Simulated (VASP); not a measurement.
# KBr (P6/mmm) in VASP: single point with PBE

Aim: the single point of KBr with PBE.

Program: VASP 6.6.1. These are calculated values, not measurements. Logs are shortened: lines on timing, memory, paths and dates and some standing lists are left out, and cuts for length are marked.

## (1) The cell of the first run

The structure is hexagonal, space group P6/mmm (No. 191). The conventional cell has a = 5.041 Å, b = 5.041 Å, c = 5.918 Å, α = 90.00°, β = 90.00°, γ = 120.00°. Within 3.9 Å of K (site symmetry 6/mmm) lie 2 Br at 2.96 Å. Within 3.9 Å of Br (site symmetry 6/mmm) lie 2 K at 2.96 Å.

## (2) Single point, PBE

Input file INCAR:

```
SYSTEM = KBr
ALGO     = Normal         ! electronic algorithm
EDIFF    = 1E-6           ! SCF threshold, eV
ENCUT    = 500            ! plane-wave cutoff, eV
GGA      = PE             ! functional
GGA_COMPAT= .FALSE.      
ISIF     = 2              ! what is computed and relaxed
ISMEAR   = 0              ! smearing method
LASPH    = .TRUE.         ! aspherical terms in the spheres
LCHARG   = .FALSE.        ! write CHGCAR
LREAL    = .FALSE.        ! projectors in reciprocal space
LWAVE    = .FALSE.        ! write WAVECAR
NBANDS   = 15             ! bands
NELM     = 120            ! most SCF steps
PREC     = Accurate       ! precision mode
SIGMA    = 0.15           ! smearing width, eV
```

Input file KPOINTS:

```
k-points
0
G
  4 4 3
  0 0 0
```

Input file POSCAR:

```
KBr
1.0
    5.0408020178      0.0000000000      0.0000000000
   -2.5204010089      4.3654626028      0.0000000000
    0.0000000000      0.0000000000      5.9176199075
K Br
1 1
Direct
    0.0000000000      0.0000000000      0.5000000000
    0.0000000000      0.0000000000      0.0000000000
```

Potentials or basis: VASP PAW PBE potentials, release 64 (K_sv, Br).

Launch:

```
$ cat potpaw_PBE.64/K_sv/POTCAR potpaw_PBE.64/Br/POTCAR > POTCAR
$ mpirun -np 1 vasp_std > vasp.out
```

OUTCAR:

```text
SYSTEM = KBr
   EDIFF = 1E-6
   ENCUT = 500
   GGA = PE
   ISIF = 2
   ISMEAR = 0
   LASPH = .TRUE.
   LREAL = .FALSE.
   NELM = 120
   PREC = Accurate

 ion  position               nearest neighbor table
   1  0.000  0.000  0.500-   2 2.96   2 2.96
   2  0.000  0.000  0.000-   1 2.96   1 2.96

  LATTYP: Found a hexagonal cell.
 ALAT       =     5.0408020178
 C/A-ratio  =     1.1739441237

  Lattice vectors:

 A1 = (   5.0408020178,   0.0000000000,   0.0000000000)
 A2 = (  -2.5204010089,   4.3654626028,   0.0000000000)
 A3 = (   0.0000000000,   0.0000000000,   5.9176199075)

Analysis of symmetry for initial positions (statically):
=====================================================================
 Subroutine PRICEL returns:
 Original cell was already a primitive cell.

 Routine SETGRP: Setting up the symmetry group for a
 hexagonal supercell.

 Subroutine GETGRP returns: Found 24 space group operations
 (whereof 24 operations were pure point group operations)
 out of a pool of 24 trial point group operations.

The static configuration has the point symmetry D_6h.

Analysis of symmetry for dynamics (positions and initial velocities):
=====================================================================
 Subroutine PRICEL returns:
 Original cell was already a primitive cell.

 Routine SETGRP: Setting up the symmetry group for a
 hexagonal supercell.

 Subroutine GETGRP returns: Found 24 space group operations
 (whereof 24 operations were pure point group operations)
 out of a pool of 24 trial point group operations.

The dynamic configuration has the point symmetry D_6h.

 Subroutine INISYM returns: Found 24 space group operations
 (whereof 24 operations are pure point group operations),
 and found     1 'primitive' translations

----------------------------------------------------------------------------------------

                                     Primitive cell

  volume of cell :     130.2198

  direct lattice vectors                    reciprocal lattice vectors
     5.040802018  0.000000000  0.000000000     0.198381130  0.114535399  0.000000000
    -2.520401009  4.365462603  0.000000000     0.000000000  0.229070798  0.000000000
     0.000000000  0.000000000  5.917619907     0.000000000  0.000000000  0.168986859

  length of vectors
     5.040802018  5.040802018  5.917619907     0.229070798  0.229070798  0.168986859

  position of ions in fractional coordinates (direct lattice)
     0.000000000  0.000000000  0.500000000
     0.000000000  0.000000000  0.000000000

  ion indices of the primitive-cell ions
   primitive index   ion index
                 1           1
                 2           2

----------------------------------------------------------------------------------------

 KPOINTS: k-points

Automatic generation of k-mesh.
 Grid dimensions read from file:
 generate k-points for:    4    4    3

 Generating k-lattice:

  Cartesian coordinates                     Fractional coordinates (reciprocal lattice)
     0.049595282  0.028633850  0.000000000     0.250000000  0.000000000  0.000000000
     0.000000000  0.057267699  0.000000000     0.000000000  0.250000000  0.000000000
     0.000000000  0.000000000  0.056328953     0.000000000  0.000000000  0.333333333

  Length of vectors
     0.057267699  0.057267699  0.056328953

  Shift w.r.t. Gamma in fractional coordinates (k-lattice)
     0.000000000  0.000000000  0.000000000

 Subroutine IBZKPT returns following result:
 ===========================================

 Found      8 irreducible k-points:

 Following reciprocal coordinates:
            Coordinates               Weight
  0.000000  0.000000  0.000000      1.000000
  0.250000  0.000000  0.000000      6.000000
  0.500000  0.000000  0.000000      3.000000
  0.250000  0.250000  0.000000      6.000000
  0.000000  0.000000  0.333333      2.000000
  0.250000  0.000000  0.333333     12.000000
  0.500000  0.000000  0.333333      6.000000
  0.250000  0.250000  0.333333     12.000000
   k-points           NKPTS =      8   k-points in BZ     NKDIM =      8   number of bands    NBANDS=     15
   number of dos      NEDOS =    301   number of ions     NIONS =      2
   total plane-waves  NPLWV =  76800
   dimension x,y,z NGX =    40 NGY =   40 NGZ =   48
   dimension x,y,z NGXF=    80 NGYF=   80 NGZF=   96
   ions per type =               1   1
   NGX,Y,Z   is equivalent  to a cutoff of  13.19, 13.19, 13.48 a.u.
   NGXF,Y,Z  is equivalent  to a cutoff of  26.38, 26.38, 26.97 a.u.
 SYSTEM =  KBr
   PREC   = accura    normal or accurate (medium, high low for compatibility)
   ISTART =      0    job   : 0-new  1-cont  2-samecut
   ICHARG =      2    charge: 1-file 2-atom 10-const
   ISPIN  =      1    spin polarized calculation?
   LNONCOLLINEAR =      F non collinear calculations
   LSORBIT =      F    spin-orbit coupling
   LASPH  =      T    aspherical Exc in radial PAW
   ENCUT  =  500.0 eV  36.75 Ry    6.06 a.u.   9.19  9.19 10.79*2*pi/ulx,y,z
   NELM   =    120;   NELMIN=  2; NELMDL= -5     # of ELM steps
   EDIFF  = 0.1E-05   stopping-criterion for ELM
   LREAL  =      F    real-space projection
   EDIFFG = 0.1E-04   stopping-criterion for IOM
   NSW    =      0    number of steps for IOM
   IBRION =     -1    ionic relax: 0-MD 1-quasi-New 2-CG
   NFREE  =      0    steps in history (QN), initial steepest desc. (CG)
   ISIF   =      2    stress and relaxation
   ISYM   =      2    0-nonsym 1-usesym 2-fastsym
   POTIM  = 0.5000    time-step for ionic-motion
   TEBEG  =    0.0;   TEEND  =   0.0 temperature during run
   PSTRESS=    0.0 pullay stress
   NELECT =      16.0000    total number of electrons
   NUPDOWN=      -1.0000    fix difference up-down
   EMIN   =  10.00;   EMAX   =-10.00  energy-range for DOS
   EFERMI =   0.00;   METHOD = LEGACY
   ISMEAR =     0;   SIGMA  =   0.15  broadening in eV -4-tet -1-fermi 0-gaus
   EFERMI_NEDOS =   21; number of points for ismear=-14 and -15
   IALGO  =     38    algorithm
   IMIX   =      4    mixing-type and parameters
     AMIX     =   0.40;   BMIX     =  1.00
     AMIX_MAG =   1.60;   BMIX_MAG =  1.00
  volume/ion in A,a.u.               =      65.11       439.38
  Fermi-wavevector in a.u.,A,eV,Ry     =   0.813871  1.537994  9.012319  0.662387
  Thomas-Fermi vector in A             =   1.923675
   LORBIT       =      0    0 simple, 1 ext, 2 COOP (PROOUT), +10 PAW based schemes
   GGA     = PE    functional components
   LHFCALC =     F    Hartree Fock is set to
   AEXX    =    0.0000 exact exchange contribution
   IVDW    =     0    specifies the selected vdW correction
   LEPSILON=     F    determine dielectric tensor
   LRPA    =     F    only Hartree local field effects (RPA)
 non-spin polarized calculation
 Gauss-broadening in eV      SIGMA  =   0.15
  energy-cutoff  :      500.00
  volume of cell :      130.22
 maximum number of plane-waves:      3327
 NGX is ok and might be reduce to    40
   NGX = 19   NGY = 19   NGZ = 21

 number of electron      16.0000002 magnetization

 Free energy of the ion-electron system (eV)
  ---------------------------------------------------
  ext. energy  EPLUGINS =         0.00000000
  ---------------------------------------------------
  free energy    TOTEN  =        -5.16197378 eV

  energy without entropy =       -5.16197378  energy(sigma->0) =       -5.16197378

 E-fermi :  -2.0147     XC(G=0):  -5.1273

 val. band max:       -2.7913441560   @ k =   0.0000   0.0000   0.0000
 cond. band min:      -0.2362237973   @ k =   0.0000   0.0000   0.0000
 fundamental gap:      2.5551203587
 Fermi energy:        -2.0146552463

 k-point     1 :       0.0000    0.0000    0.0000
  band No.  band energies     occupation
      1     -32.3405      2.00000
      2     -15.9045      2.00000
      3     -15.9045      2.00000
      4     -15.7410      2.00000
      5     -14.9997      2.00000
      6      -3.2885      2.00000
      7      -2.7913      2.00000
      8      -2.7913      2.00000
      9      -0.2362      0.00000
     10       4.0099      0.00000
     11       4.0099      0.00000
     12       4.5573      0.00000
     13       4.7359      0.00000
     14       4.7359      0.00000
     15       5.2259      0.00000

 k-point     2 :       0.2500    0.0000    0.0000
  band No.  band energies     occupation
      1     -32.3401      2.00000
      2     -15.9154      2.00000
      3     -15.9073      2.00000
      4     -15.7396      2.00000
      5     -14.9879      2.00000
      6      -3.2446      2.00000
      7      -3.0802      2.00000
      8      -2.8472      2.00000
      9       0.4775      0.00000
     10       3.2342      0.00000
     11       3.6818      0.00000
     12       4.5063      0.00000
     13       4.5756      0.00000
     14       5.2435      0.00000
     15       5.5294      0.00000

 k-point     3 :       0.5000    0.0000    0.0000
  band No.  band energies     occupation
      1     -32.3396      2.00000
      2     -15.9262      2.00000
      3     -15.9100      2.00000
      4     -15.7381      2.00000
      5     -14.9760      2.00000
      6      -3.3137      2.00000
      7      -3.1990      2.00000
      8      -2.9011      2.00000
      9       1.6551      0.00000
     10       2.3967      0.00000
     11       3.2120      0.00000
     12       4.4320      0.00000
     13       4.6636      0.00000
     14       5.5458      0.00000
     15       5.6651      0.00000
[... 55 lines left out ...]
 k-point     7 :       0.5000    0.0000    0.3333
  band No.  band energies     occupation
      1     -32.3394      2.00000
      2     -16.0191      2.00000
      3     -15.9256      2.00000
      4     -15.9094      2.00000
      5     -14.6011      2.00000
      6      -3.7121      2.00000
      7      -3.3432      2.00000
      8      -2.9445      2.00000
      9       1.9997      0.00000
     10       2.0303      0.00000
     11       4.0988      0.00000
     12       4.5422      0.00000
     13       4.9937      0.00000
     14       5.0493      0.00000
     15       5.5838      0.00000

 k-point     8 :       0.2500    0.2500    0.3333
  band No.  band energies     occupation
      1     -32.3394      2.00000
      2     -16.0191      2.00000
      3     -15.9215      2.00000
      4     -15.9134      2.00000
      5     -14.6011      2.00000
      6      -3.7125      2.00000
      7      -3.2521      2.00000
      8      -3.0521      2.00000
      9       1.6751      0.00000
     10       2.6739      0.00000
     11       3.7989      0.00000
     12       4.4618      0.00000
     13       4.6049      0.00000
     14       5.4722      0.00000
     15       5.7798      0.00000

------------------------ aborting loop because EDIFF is reached ----------------------------------------

  FORCE on cell =-STRESS in cart. coord.  units (eV):
  Direction    XX          YY          ZZ          XY          YZ          ZX
  --------------------------------------------------------------------------------------
  -------------------------------------------------------------------------------------
  Total        0.5957065      0.5957065      0.0962200      0.0000000     -0.0000000      0.0000000
  in kB        7.3293579      7.3293579      1.1838562      0.0000000     -0.0000000      0.0000000
  external PRESSURE =       5.2808573 kB  Pullay stress =       0.0000000 kB

 VOLUME and BASIS-vectors are now :
 -----------------------------------------------------------------------------
  energy-cutoff  :      500.00
  volume of cell :      130.22
      direct lattice vectors                 reciprocal lattice vectors
     5.040802018  0.000000000  0.000000000     0.198381130  0.114535399  0.000000000
    -2.520401009  4.365462603  0.000000000     0.000000000  0.229070798  0.000000000
     0.000000000  0.000000000  5.917619907     0.000000000  0.000000000  0.168986859

 POSITION                                       TOTAL-FORCE (eV/Angst)
 -----------------------------------------------------------------------------------
      0.00000      0.00000      2.95881        -0.000000      0.000000      0.000000
      0.00000      0.00000      0.00000         0.000000      0.000000      0.000000
 -----------------------------------------------------------------------------------
    total drift:                               -0.000000     -0.000000      0.000000

  FREE ENERGIE OF THE ION-ELECTRON SYSTEM (eV)
  ---------------------------------------------------
  free  energy   TOTEN  =        -5.1619737808 eV

  energy  without entropy=       -5.1619737808  energy(sigma->0) =       -5.16197378
```

Wall time 46 s (1 thread of Intel Xeon 8259CL, shared host); peak memory 0.25 GiB.

Results:

```yaml
Free_energy: -5.1620 eV
Pressure: 0.5 GPa
Band_gap_on_the_k_mesh: 2.56 eV, direct
```

Stress tensor (GPa, compression positive):
```
0.73 0.00 0.00
0.00 0.73 0.00
0.00 0.00 0.12
```

A hybrid or GW would open this gap; PBE tends to underestimate it.
